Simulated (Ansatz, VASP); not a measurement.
Two plane-wave programs on Cu

```
Cu
1.0
     2.43842    0.00000    0.00000
     0.00000    2.43842    0.00000
     0.00000    0.00000    2.43842
Cu
1
Direct
  0.00000 0.00000 0.00000
```

Alike in both runs: task single point; functional PBE; k mesh 21 × 21 × 21; occupations fermi-dirac, width 0.1 eV; no spin polarisation.

```csv
,VASP,Ansatz
version,VASP 6.6.1,Ansatz 0.2.0
potentials or method,"VASP PAW PBE potentials, release 64 (Cu), cutoff 520 eV","plane waves (420 eV) with PAW, scalar-relativistic"
valence electrons in the cell,11,19
```

|  | VASP | Ansatz | Ansatz less VASP |
| --- | --- | --- | --- |
| pressure (GPa) | -3.3 | -3.7 | -0.34 |

VASP's potentials hold 11 valence electrons a cell and Ansatz's 19, so a difference there can come from the potentials and not from the codes.
